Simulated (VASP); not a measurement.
HgTe, 2 atoms in the cell. The structure is tetragonal, space group I-4m2 (No. 119). The conventional cell has a = 6.091 Å, b = 6.091 Å, c = 3.119 Å, α = 90.00°, β = 90.00°, γ = 90.00°. Hg (site symmetry -4m2) has 2 Hg at 3.12 Å and 8 Te at 3.14 to 3.84 Å within 4.1 Å. Within 4.1 Å of Te (site symmetry -4m2) lie 2 Te at 3.12 Å and 8 Hg at 3.14 to 3.84 Å. 

* Program: VASP 6.6.1
* Task: single point
* Functional: PBEsol-based screened hybrid with 25 % exact exchange
* Potentials or basis: VASP PAW PBE potentials, release 64 (Hg, Te)
* Cutoff: 520 eV
* k mesh: 5 × 5 × 5
* Occupations: fermi-dirac, width 0.05 eV
* Spin: no spin polarisation
* Dipole correction: no
* Grid for exact exchange (PRECFOCK): Normal
* Share of exact exchange: 0.25
* Further INCAR settings: ALGO = Normal; EDIFF = 1e-06; NBANDS = 16
* Screening parameter: 0.207 1/Å

Potentials or basis: VASP PAW PBE potentials, release 64 (Hg, Te).

The run is started by

```console
$ cat potpaw_PBE.64/Hg/POTCAR potpaw_PBE.64/Te/POTCAR > POTCAR
$ cp INCAR.step1 INCAR
$ mpirun -np 1 vasp_std > vasp.out
$ cp INCAR.step2 INCAR
$ mpirun -np 1 vasp_std > vasp.out
```

Hardware: 1 thread of Intel(R) Xeon(R) Platinum 8259CL CPU @ 2.50GHz (Skylake/Cascade Lake), with other jobs on the host.

Estimate the wall time of this run.

It took 61 min on 1 thread of Intel(R) Xeon(R) Platinum 8259CL CPU @ 2.50GHz (Skylake/Cascade Lake), with other jobs on the host, peak memory 0.33 GiB. Counts: k points 18.
